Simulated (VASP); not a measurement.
Wanted: the native input for a VASP 6.6.1 run.

| Quantity | Value |
| --- | --- |
| Task | density of states |
| Functional | PBEsol |
| Potentials or basis | VASP PAW PBE potentials, release 64 (V_sv, Au) |
| Cutoff | 520 eV |
| k mesh | 14 × 14 × 14 |
| Occupations | gaussian, width 0.05 eV |
| Spin | collinear spin, ferromagnetic start |
| Starting moments | [0.05, 0.0] μB |
| Dipole correction | no |
| k mesh for the DOS | 21 × 21 × 21 |
| Occupations for the DOS | tetrahedron |
| Further INCAR settings | ALGO = Normal; EDIFF = 1e-06; NBANDS = 23 |

The system is VAu.

```xyz
2
Lattice="1.3803 0.7969 4.5685 -1.3803 0.7969 4.5685 0.0000 -1.5938 4.5685" Properties=species:S:1:pos:R:3 pbc="T T T"
V     0.0000    0.0000    6.8528
Au    0.0000    0.0000    0.0000
```

These files were run (other wordings do the same):

POSCAR

```
VAu
1.0
    1.3802760729      0.7969027622      4.5685450492
   -1.3802760729      0.7969027622      4.5685450492
    0.0000000000     -1.5938055245      4.5685450492
V Au
1 1
Direct
    0.5000000000      0.5000000000      0.5000000000
    0.0000000000      0.0000000000      0.0000000000
```

INCAR.step1

```
  PREC = Accurate
  ENCUT = 520
  EDIFF = 1E-6
  ISMEAR = 0
  SIGMA = 0.05
  LREAL = F
  LASPH = T
  NELM = 150
  ALGO = Normal
  ISIF = 2
  LWAVE = F
  LCHARG = T
  ISPIN = 2
  MAGMOM = 0.05 0
  LMAXMIX = 4
  GGA = PS
  NBANDS = 23
```

KPOINTS.step1

```
Automatic mesh
0
Gamma
  14 14 14
```

INCAR.step2

```
  PREC = Accurate
  ENCUT = 520
  EDIFF = 1E-6
  ISMEAR = -5
  SIGMA = 0.05
  LREAL = F
  LASPH = T
  NELM = 150
  ALGO = Normal
  ISIF = 2
  LWAVE = F
  LCHARG = F
  ISPIN = 2
  MAGMOM = 0.05 0
  LORBIT = 11
  LMAXMIX = 4
  GGA = PS
  NBANDS = 23
  NEDOS = 1001
  ICHARG = 11
```

KPOINTS.step2

```
Automatic mesh
0
Gamma
  21 21 21
```

Potentials or basis: VASP PAW PBE potentials, release 64 (V_sv, Au).

Launch:

```console
$ cat potpaw_PBE.64/V_sv/POTCAR potpaw_PBE.64/Au/POTCAR > POTCAR
$ cp INCAR.step1 INCAR
$ cp KPOINTS.step1 KPOINTS
$ mpirun -np 1 vasp_std > vasp.out
$ cp INCAR.step2 INCAR
$ cp KPOINTS.step2 KPOINTS
$ mpirun -np 1 vasp_std > vasp.out
```

Results of the run:

| Quantity | Value |
| --- | --- |
| Net moment | 0.00 μB per cell |
| Valence electrons inside the program's atomic spheres | V 11.45; Au 9.84 |

Caveat: spin-orbit coupling is left out, which moves the levels of the heavy elements.

It took 23 min on 1 thread of Intel(R) Xeon(R) Platinum 8375C CPU @ 2.90GHz (Ice Lake), with other jobs on the host, peak memory 0.99 GiB.
